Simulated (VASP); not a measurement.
# ZnS in VASP: a series of runs

The runs below take ZnS through single point, with PBE.

All numbers are computed with VASP 6.6.1; they aren't measurements. Logs are shortened: lines on timing, memory, paths and dates and some standing lists are left out, and cuts for length are marked.

### 1 The cell of the first run

Symmetry: R3m, No. 160, trigonal system. The conventional cell has a = 3.863 Å, b = 3.863 Å, c = 9.182 Å, α = 90.00°, β = 90.00°, γ = 120.00°. Zn (site symmetry 3m) has 4 S at 2.30 to 2.36 Å within 3.0 Å. S (site symmetry 3m) has 4 Zn at 2.30 to 2.36 Å within 3.0 Å.

### 2 Single point, PBE (equal xy, yz and zx shear strains of -2 %)

Input file INCAR:

```
SYSTEM = ZnS
PREC     = Accurate       ! precision mode
ENCUT    = 520            ! plane-wave cutoff, eV
EDIFF    = 1E-6           ! SCF threshold, eV
ISMEAR   = -1             ! smearing method
SIGMA    = 0.01           ! smearing width, eV
LREAL    = .False.        ! projectors in reciprocal space
LASPH    = .True.         ! aspherical terms in the spheres
NELM     = 80             ! most SCF steps
ALGO     = Normal         ! electronic algorithm
ISIF     = 2              ! what is computed and relaxed
LWAVE    = .False.        ! write WAVECAR
LCHARG   = .False.        ! write CHGCAR
GGA      = PE             ! functional
NBANDS   = 16             ! bands
```

Input file KPOINTS:

```
regular mesh
0
Gamma
  8 8 8
  0 0 0
```

Input file POSCAR:

```
ZnS
1.0
   -0.0540930000      2.6776035000      2.6776035000
    2.6776035000     -0.0540930000      2.6776035000
    2.6776035000      2.6776035000     -0.0540930000
Zn S
1 1
Direct
    0.0000000000      0.0000000000      0.0000000000
    0.7500000000      0.7500000000      0.7500000000
```

Potentials or basis: VASP PAW PBE potentials, release 64 (Zn, S).

On the command line:

```sh
$ cat potpaw_PBE.64/Zn/POTCAR potpaw_PBE.64/S/POTCAR > POTCAR
$ mpirun -np 1 vasp_std > vasp.out
```

OUTCAR:

```text
SYSTEM = ZnS
   PREC = Accurate
   ENCUT = 520
   EDIFF = 1E-6
   ISMEAR = -1
   LREAL = .False.
   LASPH = .True.
   NELM = 80
   ISIF = 2
   GGA = PE

 ion  position               nearest neighbor table
   1  0.000  0.000  0.000-   2 2.30   2 2.36   2 2.36   2 2.36
   2  0.750  0.750  0.750-   1 2.30   1 2.36   1 2.36   1 2.36

  LATTYP: Found a trigonal (rhomboedric) cell.
 ALAT       =     3.7870895235
 COS(alpha) =     0.4797000918

  Lattice vectors:

 A1 = (  -0.0540930000,   2.6776035000,   2.6776035000)
 A2 = (   2.6776035000,  -0.0540930000,   2.6776035000)
 A3 = (   2.6776035000,   2.6776035000,  -0.0540930000)

Analysis of symmetry for initial positions (statically):
=====================================================================
 Subroutine PRICEL returns:
 Original cell was already a primitive cell.

 Routine SETGRP: Setting up the symmetry group for a
 trigonal (rhombohedral) supercell.

 Subroutine GETGRP returns: Found  6 space group operations
 (whereof  6 operations were pure point group operations)
 out of a pool of 12 trial point group operations.

The static configuration has the point symmetry C_3v.

Analysis of symmetry for dynamics (positions and initial velocities):
=====================================================================
 Subroutine PRICEL returns:
 Original cell was already a primitive cell.

 Routine SETGRP: Setting up the symmetry group for a
 trigonal (rhombohedral) supercell.

 Subroutine GETGRP returns: Found  6 space group operations
 (whereof  6 operations were pure point group operations)
 out of a pool of 12 trial point group operations.

The dynamic configuration has the point symmetry C_3v.

 Subroutine INISYM returns: Found  6 space group operations
 (whereof  6 operations are pure point group operations),
 and found     1 'primitive' translations

----------------------------------------------------------------------------------------

                                     Primitive cell

  volume of cell :      39.5578

  direct lattice vectors                    reciprocal lattice vectors
    -0.054093000  2.677603500  2.677603500    -0.181168720  0.184904158  0.184904158
     2.677603500 -0.054093000  2.677603500     0.184904158 -0.181168720  0.184904158
     2.677603500  2.677603500 -0.054093000     0.184904158  0.184904158 -0.181168720

  length of vectors
     3.787089524  3.787089524  3.787089524     0.318121361  0.318121361  0.318121361

  position of ions in fractional coordinates (direct lattice)
     0.000000000  0.000000000  0.000000000
     0.750000000  0.750000000  0.750000000

  ion indices of the primitive-cell ions
   primitive index   ion index
                 1           1
                 2           2

----------------------------------------------------------------------------------------

 KPOINTS: regular mesh

Automatic generation of k-mesh.
 Grid dimensions read from file:
 generate k-points for:    8    8    8

 Generating k-lattice:

  Cartesian coordinates                     Fractional coordinates (reciprocal lattice)
    -0.022646090  0.023113020  0.023113020     0.125000000  0.000000000 -0.000000000
     0.023113020 -0.022646090  0.023113020     0.000000000  0.125000000 -0.000000000
     0.023113020  0.023113020 -0.022646090     0.000000000  0.000000000  0.125000000

  Length of vectors
     0.039765170  0.039765170  0.039765170

  Shift w.r.t. Gamma in fractional coordinates (k-lattice)
     0.000000000  0.000000000  0.000000000

 Subroutine IBZKPT returns following result:
 ===========================================

 Found     65 irreducible k-points:

 Following reciprocal coordinates:
            Coordinates               Weight
  0.000000  0.000000  0.000000      1.000000
  0.125000  0.000000  0.000000      6.000000
  0.250000  0.000000  0.000000      6.000000
  0.375000 -0.000000 -0.000000      6.000000
  0.500000  0.000000  0.000000      3.000000
  0.125000  0.125000  0.000000      6.000000
[... 16 lines left out ...]
  0.250000  0.125000  0.125000      6.000000
  0.375000  0.125000  0.125000      6.000000
 [... further k-points ...]
   k-points           NKPTS =     65   k-points in BZ     NKDIM =     65   number of bands    NBANDS=     16
   number of dos      NEDOS =    301   number of ions     NIONS =      2
   total plane-waves  NPLWV =  21952
   dimension x,y,z NGX =    28 NGY =   28 NGZ =   28
   dimension x,y,z NGXF=    56 NGYF=   56 NGZF=   56
   ions per type =               1   1
   NGX,Y,Z   is equivalent  to a cutoff of  12.29, 12.29, 12.29 a.u.
   NGXF,Y,Z  is equivalent  to a cutoff of  24.58, 24.58, 24.58 a.u.
 SYSTEM =  ZnS
   PREC   = accura    normal or accurate (medium, high low for compatibility)
   ISTART =      0    job   : 0-new  1-cont  2-samecut
   ICHARG =      2    charge: 1-file 2-atom 10-const
   ISPIN  =      1    spin polarized calculation?
   LNONCOLLINEAR =      F non collinear calculations
   LSORBIT =      F    spin-orbit coupling
   LASPH  =      T    aspherical Exc in radial PAW
   ENCUT  =  520.0 eV  38.22 Ry    6.18 a.u.   7.04  7.04  7.04*2*pi/ulx,y,z
   NELM   =     80;   NELMIN=  2; NELMDL= -5     # of ELM steps
   EDIFF  = 0.1E-05   stopping-criterion for ELM
   LREAL  =      F    real-space projection
   EDIFFG = 0.1E-04   stopping-criterion for IOM
   NSW    =      0    number of steps for IOM
   IBRION =     -1    ionic relax: 0-MD 1-quasi-New 2-CG
   NFREE  =      0    steps in history (QN), initial steepest desc. (CG)
   ISIF   =      2    stress and relaxation
   ISYM   =      2    0-nonsym 1-usesym 2-fastsym
   POTIM  = 0.5000    time-step for ionic-motion
   TEBEG  =    0.0;   TEEND  =   0.0 temperature during run
   PSTRESS=    0.0 pullay stress
   NELECT =      18.0000    total number of electrons
   NUPDOWN=      -1.0000    fix difference up-down
   EMIN   =  10.00;   EMAX   =-10.00  energy-range for DOS
   EFERMI =   0.00;   METHOD = LEGACY
   ISMEAR =    -1;   SIGMA  =   0.01  broadening in eV -4-tet -1-fermi 0-gaus
   EFERMI_NEDOS =   21; number of points for ismear=-14 and -15
   IALGO  =     38    algorithm
   IMIX   =      4    mixing-type and parameters
     AMIX     =   0.40;   BMIX     =  1.00
     AMIX_MAG =   1.60;   BMIX_MAG =  1.00
  volume/ion in A,a.u.               =      19.78       133.47
  Fermi-wavevector in a.u.,A,eV,Ry     =   1.259181  2.379508 21.572553  1.585538
  Thomas-Fermi vector in A             =   2.392754
   LORBIT       =      0    0 simple, 1 ext, 2 COOP (PROOUT), +10 PAW based schemes
   GGA     = PE    functional components
   LHFCALC =     F    Hartree Fock is set to
   AEXX    =    0.0000 exact exchange contribution
   IVDW    =     0    specifies the selected vdW correction
   LEPSILON=     F    determine dielectric tensor
   LRPA    =     F    only Hartree local field effects (RPA)
 non-spin polarized calculation
  energy-cutoff  :      520.00
  volume of cell :       39.56
 maximum number of plane-waves:      1080
   NGX = 15   NGY = 15   NGZ = 15

 number of electron      17.9999991 magnetization

 Free energy of the ion-electron system (eV)
  ---------------------------------------------------
  ext. energy  EPLUGINS =         0.00000000
  ---------------------------------------------------
  free energy    TOTEN  =        -6.83756245 eV

  energy without entropy =       -6.83756245  energy(sigma->0) =       -6.83756245

 E-fermi :   2.3758     XC(G=0):  -9.6176

 val. band max:        2.1452506526   @ k =   0.0000   0.0000   0.0000
 cond. band min:       4.1743662538   @ k =   0.0000   0.0000   0.0000
 fundamental gap:      2.0291156012
 Fermi energy:         2.3758463416

 k-point     1 :       0.0000    0.0000    0.0000
  band No.  band energies     occupation
      1     -11.0419      2.00000
      2      -4.2650      2.00000
      3      -4.2415      2.00000
      4      -4.2415      2.00000
      5      -3.7536      2.00000
      6      -3.7536      2.00000
[... 8 lines left out ...]
     15      13.8503      0.00000
     16      13.9441      0.00000

 k-point     2 :       0.1250    0.0000    0.0000
  band No.  band energies     occupation
      1     -10.9283      2.00000
      2      -4.2515      2.00000
      3      -4.2322      2.00000
      4      -4.2220      2.00000
      5      -3.7554      2.00000
      6      -3.7543      2.00000
[... 8 lines left out ...]
     15      13.3264      0.00000
     16      14.7508      0.00000

 k-point     3 :       0.2500    0.0000    0.0000
  band No.  band energies     occupation
      1     -10.6317      2.00000
      2      -4.2091      2.00000
      3      -4.1803      2.00000
      4      -4.1796      2.00000
      5      -3.7530      2.00000
      6      -3.7496      2.00000
[... 8 lines left out ...]
     15      13.2114      0.00000
     16      14.3463      0.00000

 k-point     4 :       0.3750   -0.0000   -0.0000
  band No.  band energies     occupation
      1     -10.2956      2.00000
      2      -4.1616      2.00000
      3      -4.1464      2.00000
      4      -3.9764      2.00000
      5      -3.7379      2.00000
      6      -3.7323      2.00000
[... 8 lines left out ...]
     15      13.9851      0.00000
     16      14.3759      0.00000
[... 324 lines left out ...]
 k-point    22 :       0.1250    0.1250    0.1250
  band No.  band energies     occupation
      1     -10.9178      2.00000
      2      -4.2666      2.00000
      3      -4.2175      2.00000
      4      -4.2175      2.00000
      5      -3.7565      2.00000
      6      -3.7565      2.00000
[... 8 lines left out ...]
     15      13.1739      0.00000
     16      14.7130      0.00000

 k-point    23 :       0.2500    0.1250    0.1250
  band No.  band energies     occupation
      1     -10.7367      2.00000
      2      -4.2556      2.00000
      3      -4.1928      2.00000
      4      -4.1767      2.00000
      5      -3.7715      2.00000
      6      -3.7423      2.00000
[... 8 lines left out ...]
     15      13.4444      0.00000
     16      15.8100      0.00000

 k-point    24 :       0.3750    0.1250    0.1250
  band No.  band energies     occupation
      1     -10.4204      2.00000
      2      -4.1842      2.00000
      3      -4.1468      2.00000
      4      -4.1104      2.00000
      5      -3.7720      2.00000
      6      -3.7211      2.00000
[... 8 lines left out ...]
     15      14.6030      0.00000
     16      15.5630      0.00000

 [... further k-points ...]
[... 5 lines left out ...]
  --------------------------------------------------------------------------------------
  -------------------------------------------------------------------------------------
  Total        0.4126053      0.4126053      0.4126053      0.3570217      0.3570217      0.3570217
  in kB       16.7114187     16.7114187     16.7114187     14.4601629     14.4601629     14.4601629
  external PRESSURE =      16.7114187 kB  Pullay stress =       0.0000000 kB

 VOLUME and BASIS-vectors are now :
 -----------------------------------------------------------------------------
  energy-cutoff  :      520.00
  volume of cell :       39.56
      direct lattice vectors                 reciprocal lattice vectors
    -0.054093000  2.677603500  2.677603500    -0.181168720  0.184904158  0.184904158
     2.677603500 -0.054093000  2.677603500     0.184904158 -0.181168720  0.184904158
     2.677603500  2.677603500 -0.054093000     0.184904158  0.184904158 -0.181168720

 POSITION                                       TOTAL-FORCE (eV/Angst)
 -----------------------------------------------------------------------------------
      0.00000      0.00000      0.00000         0.128847      0.128847      0.128847
      3.97584      3.97584      3.97584        -0.128847     -0.128847     -0.128847
 -----------------------------------------------------------------------------------
    total drift:                                0.000132      0.000132      0.000132

  FREE ENERGIE OF THE ION-ELECTRON SYSTEM (eV)
  ---------------------------------------------------
  free  energy   TOTEN  =        -6.8375624476 eV

  energy  without entropy=       -6.8375624476  energy(sigma->0) =       -6.83756245
```

Wall time 20 s (1 thread of Intel Xeon Platinum 8375C at 2.90GHz (Ice Lake), shared host); peak memory 0.18 GiB.

Results:

```
Free energy            : -6.8376 eV
Pressure               : 1.7 GPa
Largest force          : 0.223 eV/Å
Band gap on the k mesh : 2.03 eV, direct
```

Forces in eV/Å, atoms in the order of the input:
```
Zn   0.129  0.129  0.129
S   -0.129 -0.129 -0.129
```

Levels at points of the mesh, in eV from the valence-band top:
| k point | band 7 | band 8 | band 9 | band 10 | band 11 | band 12 |
| --- | --- | --- | --- | --- | --- | --- |
| (0.00, 0.00, 0.00) | -0.10 | -0.10 | 0.00 | 2.03 | 6.20 | 6.20 |
| (0.50, 0.00, 0.00) | -5.33 | -0.90 | -0.87 | 3.30 | 6.77 | 7.06 |
| (0.50, 0.50, 0.00) | -4.61 | -2.37 | -2.17 | 3.33 | 4.04 | 10.83 |
| (0.50, 0.50, 0.50) | -5.35 | -1.04 | -1.04 | 3.06 | 6.73 | 6.73 |

Caveat: the cell differs from its parent crystal (equal xy, yz and zx shear strains of -2 %).

(Part 1 of 2 ends here.)
